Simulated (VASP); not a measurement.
## C: single point with PBE+D3(BJ)

Crystal: C.

```xyz
4
Lattice="2.4661 0.0000 0.0000 -1.2331 2.1357 0.0000 0.0000 0.0000 6.8667" Properties=species:S:1:pos:R:3 pbc="T T T"
C     0.0000    0.0000    0.0172
C     0.0000    0.0000    3.4505
C     0.0000    1.4238    0.0172
C     1.2331    0.7119    3.4505
```

This cell differs from its parent crystal: volume scaled by 1.02, then relaxed in part.

```
Program             : VASP 6.6.1
Task                : single point
Functional          : PBE
Dispersion          : D3(BJ)
Potentials or basis : VASP PAW PBE potentials, release 64 (C)
Cutoff              : 520 eV
k mesh              : 18 × 18 × 6
Occupations         : fermi-dirac, width 0.15 eV
Spin                : no spin polarisation
```

| Item | Value |
| --- | --- |
| Pressure | -0.1 GPa |
| Band gap on the k mesh | zero (band 8 reaches 4.47 eV, above the bottom of band 9 at 4.46 eV) |
| Dispersion energy per atom | -0.152 eV |

Stress tensor (GPa, compression positive):
```
 0.14  0.00  0.00
 0.00  0.14  0.00
 0.00  0.00 -0.65
```

Levels at points of the mesh, in eV from the Fermi level:
```csv
k point,band 5,band 6,band 7,band 8,band 9,band 10,band 11,band 12
"(0.00, 0.00, 0.00)",-3.03,-3.03,-3.01,-3.01,4.10,8.31,8.31,8.35
"(0.50, 0.00, 0.00)",-6.42,-6.38,-2.71,-2.11,1.50,2.12,7.22,7.55
"(0.00, 0.00, 0.50)",-3.02,-3.02,-3.02,-3.02,6.56,6.56,8.33,8.33
"(0.50, 0.00, 0.50)",-6.40,-6.40,-2.36,-2.36,1.65,1.65,7.38,7.38
```

Wall time 30 s on 1 thread of Intel(R) Xeon(R) 6975P-C (Granite Rapids) (shared host), peak memory 0.19 GiB.
